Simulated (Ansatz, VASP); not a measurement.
One calculation of In, two programs

The input POSCAR:

```
In
1.0
    0.0000000000      3.2154707350      3.2154707350
    3.2154707350      0.0000000000      3.2154707350
    3.2154707350      3.2154707350      0.0000000000
In
2
Direct
    0.1250000000      0.1250000000      0.1250000000
    0.8750000000      0.8750000000      0.8750000000
```

File INCAR.step1:

```
SYSTEM = In
PREC = Accurate
ENCUT = 520
ISMEAR = -1
SIGMA = 0.1
LREAL = .FALSE.
LASPH = .TRUE.
NELM = 60
NBANDS = 20
GGA = PE
ALGO = Normal
EDIFF = 1E-4
LWAVE = .TRUE.
LCHARG = .FALSE.
```

File INCAR.step2:

```
SYSTEM = In
PREC = Accurate
ENCUT = 520
EDIFF = 1E-6
ISMEAR = -1
SIGMA = 0.1
LREAL = .FALSE.
LASPH = .TRUE.
NELM = 60
ALGO = Normal
ISIF = 2
LWAVE = .FALSE.
LCHARG = .TRUE.
METAGGA = R2SCAN
LMIXTAU = .TRUE.
LELF = .TRUE.
LVHAR = .TRUE.
NBANDS = 20
ISTART = 1
```

File KPOINTS:

```
regular mesh
0
G
  9 9 9
  0 0 0
```

Input for Ansatz:

```yaml
crystal:
  lattice:
    - [0.0, 3.215470735, 3.215470735]
    - [3.215470735, 0.0, 3.215470735]
    - [3.215470735, 3.215470735, 0.0]
  atoms:
    - { symbol: In, position: [0.125, 0.125, 0.125] }
    - { symbol: In, position: [0.875, 0.875, 0.875] }
hamiltonian:
  xc: r2scan
  pseudopotentials:
    kind: paw
    azcp:
      In: "pseudopotentials/In.paw.azcp"
basis:
  ecutwfc: 500
  fft_grid_basis: typed
kpoints:
  mp_grid: { grid: [9, 9, 9], shift: [0, 0, 0] }
magnetization:
  spin_polarized: false
scf:
  occupations: { method: fermi_dirac, width: 0.1 }
  lower_state_search: "off"
output:
  stress: true
  write_density: true
  write_potential: true
  elf: true
  volumetric_format: npy
```

Alike in both runs: task single point; functional r2SCAN; k mesh 9 × 9 × 9; occupations fermi-dirac, width 0.1 eV; no spin polarisation.

|  | VASP | Ansatz |
| --- | --- | --- |
| version | VASP 6.6.1 | Ansatz 0.2.0 |
| potentials or method | VASP PAW PBE potentials, release 64 (In_d), cutoff 520 eV | plane waves (500 eV) with PAW, scalar-relativistic |
| valence electrons in the cell | 26 | 26 |

```csv
,VASP,Ansatz,Ansatz less VASP
pressure (GPa),2.9,2.9,0.00
```

VASP's potentials were made for PBE, not for r2SCAN. The functional is the same, so the differences come from potentials, cutoffs and numerics.
